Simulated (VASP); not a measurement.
CuO, 8 atoms in the cell. The typed cell holds 8 atoms: a = 2.900 Å, b = 5.129 Å, c = 5.643 Å, α = 93.94°, β = 101.64°, γ = 97.69°. 

- Program: VASP 6.6.1
- Task: single point
- Functional: PBE
- Potentials or basis: VASP PAW PBE potentials, release 64 (Cu, O)
- Cutoff: 520 eV
- k mesh: 7 × 4 × 4
- Occupations: fermi-dirac, width 0.05 eV
- Spin: no spin polarisation
- Dipole correction: no
- Further INCAR settings: ALGO = Normal; EDIFF = 1e-07; NBANDS = 44

Potentials or basis: VASP PAW PBE potentials, release 64 (Cu, O).

Command:

```bash
$ cat potpaw_PBE.64/Cu/POTCAR potpaw_PBE.64/O/POTCAR > POTCAR
$ mpirun -np 1 vasp_std > vasp.out
```

Hardware: 1 thread of AMD EPYC 9R14 (Zen 4), with other jobs on the host.

Task: How long does it take, and how much memory?

Result: Wall time 3.6 min on 1 thread of AMD EPYC 9R14 (Zen 4), with other jobs on the host, peak memory 0.26 GiB. Counts: scf iterations 21, k points 58.
